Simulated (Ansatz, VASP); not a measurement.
## HfB2: VASP beside Ansatz

File INCAR:

```
PREC = Accurate ; ENCUT = 520
EDIFF = 1E-7 ; ISMEAR = -1
SIGMA = 0.05 ; LREAL = False
LASPH = True ; NELM = 80
ALGO = Normal ; ISIF = 2
LWAVE = False ; LCHARG = True
GGA = PE ; LELF = True
LVHAR = True ; NBANDS = 15
```

Contents of KPOINTS:

```
regular mesh
0
Gamma
  13 13 11
```

File POSCAR:

```
HfB2
1.0
    3.1400001005      0.0471000015      0.0471000015
   -1.5292102525      2.6957698542      0.0172397971
    0.0522000000      0.0522000000      3.4800000000
Hf B
1 2
Direct
    0.0000000000      0.0000000000      0.0000000000
    0.3333333333      0.6666666667      0.5000000000
    0.6666666667      0.3333333333      0.5000000000
```

Input for Ansatz:

```yaml
crystal:
  lattice:
    - [3.1400001005, 0.0471000015, 0.0471000015]
    - [-1.5292102525, 2.6957698542, 0.0172397971]
    - [0.0522, 0.0522, 3.48]
  atoms:
    - { symbol: Hf, position: [0.0, 0.0, 0.0] }
    - { symbol: B, position: [0.3333333333, 0.6666666667, 0.5] }
    - { symbol: B, position: [0.6666666667, 0.3333333333, 0.5] }
kpoints:
  mp_grid: { grid: [13, 13, 11] }
  band_path:
    path:
      - [0.0, 0.0, 0.0]
      - [0.0, -0.5, 0.0]
      - [0.0, 0.0, 0.5]
      - [0.0, 0.0, 0.0]
      - [-0.5, 0.0, 0.0]
      - [-0.5, 0.5, -0.5]
      - [0.0, 0.0, 0.0]
      - [-0.5, 0.0, -0.5]
      - [-0.5, 0.5, 0.0]
    npoints: 5
scf:
  occupations: { method: fermi_dirac, width: 0.05 }
hamiltonian:
  xc: pbe
  pseudopotentials: { kind: all_electron, lapw: { basis_error: 0.0005 } }
output:
  forces: true
  stress: true
  eigenvalues: true
```

Change from the starting cell: equal xy, yz and zx shear strains of +3 %.

Alike in both runs: task single point; functional PBE; k mesh 13 × 13 × 11; occupations fermi-dirac, width 0.05 eV; no spin polarisation.

|  | VASP | Ansatz |
| --- | --- | --- |
| version | VASP 6.6.1 | Ansatz 0.2.0 |
| potentials or method | VASP PAW PBE potentials, release 64 (Hf_pv, B), cutoff 520 eV | all-electron LAPW, scalar-relativistic |

Ansatz gave:

```
pressure (GPa)                                                : 2.2
traceless stress, the component that is largest in VASP (GPa) : -7.83
rms of the force components (eV/Å)                            : 0.016
```

Task: What did VASP give for the same quantities?

Result: Pressure (GPa): 1.8; traceless stress, the component that is largest in VASP (GPa): -7.87; rms of the force components (eV/Å): 0.015.

Atom by atom the forces differ by 0.001 eV/Å (rms over components). Ansatz ran all-electron here, and VASP with PAW potentials.

Neither program's run includes spin-orbit coupling.
